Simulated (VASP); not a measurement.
A run of VASP 6.6.1:

Contents of POSCAR:

```
Zr3N2
1.0
    2.8251241387      1.6310861820      5.2359669055
   -2.8251241387      1.6310861820      5.2359669055
    0.0000000000     -3.2621723640      5.2359669055
Zr N
6 4
Direct
    0.4247981300      0.0752018700      0.7500000000
    0.0752018700      0.7500000000      0.4247981300
    0.7500000000      0.4247981300      0.0752018700
    0.2500000000      0.5752018700      0.9247981300
    0.9247981200      0.2500000000      0.5752018700
    0.5752018700      0.9247981300      0.2500000000
    0.3385208000      0.3385208000      0.3385208000
    0.1614792000      0.1614792000      0.1614792000
    0.8385208000      0.8385208000      0.8385208000
    0.6614792000      0.6614792000      0.6614792000
```

The input INCAR.step1:

```
SYSTEM = Zr3N2
PREC = Accurate ; ENCUT = 520
ISMEAR = 0 ; SIGMA = 0.1
LREAL = .FALSE. ; LASPH = .TRUE.
NELM = 60 ; NBANDS = 57
GGA = PE ; ALGO = Normal
EDIFF = 1E-4 ; LWAVE = .TRUE.
LCHARG = .FALSE.
```

INCAR.step2

```
SYSTEM = Zr3N2
PREC = Accurate ; ENCUT = 520
EDIFF = 1E-6 ; ISMEAR = 0
SIGMA = 0.1 ; LREAL = .FALSE.
LASPH = .TRUE. ; NELM = 60
ALGO = Normal ; ISIF = 2
LWAVE = .FALSE. ; LCHARG = .TRUE.
METAGGA = R2SCAN ; LMIXTAU = .TRUE.
LELF = .TRUE. ; LVHAR = .TRUE.
NBANDS = 57 ; ISTART = 1
```

File KPOINTS:

```
regular mesh
0
G
  6 6 6
  0 0 0
```

Potentials or basis: VASP PAW PBE potentials, release 64 (Zr_sv, N).

The run is started by

```bash
$ cat potpaw_PBE.64/Zr_sv/POTCAR potpaw_PBE.64/N/POTCAR > POTCAR
$ cp INCAR.step1 INCAR
$ mpirun -np 1 vasp_std > vasp.out
$ cp INCAR.step2 INCAR
$ mpirun -np 1 vasp_std > vasp.out
```

Hardware: 1 thread of Intel(R) Xeon(R) 6975P-C (Granite Rapids), with other jobs on the host.

**Question.** How long does it take, and how much memory?

**Answer.** It took 9.7 min on 1 thread of Intel(R) Xeon(R) 6975P-C (Granite Rapids) (shared host), peak memory 0.47 GiB. Counts: k points 32.
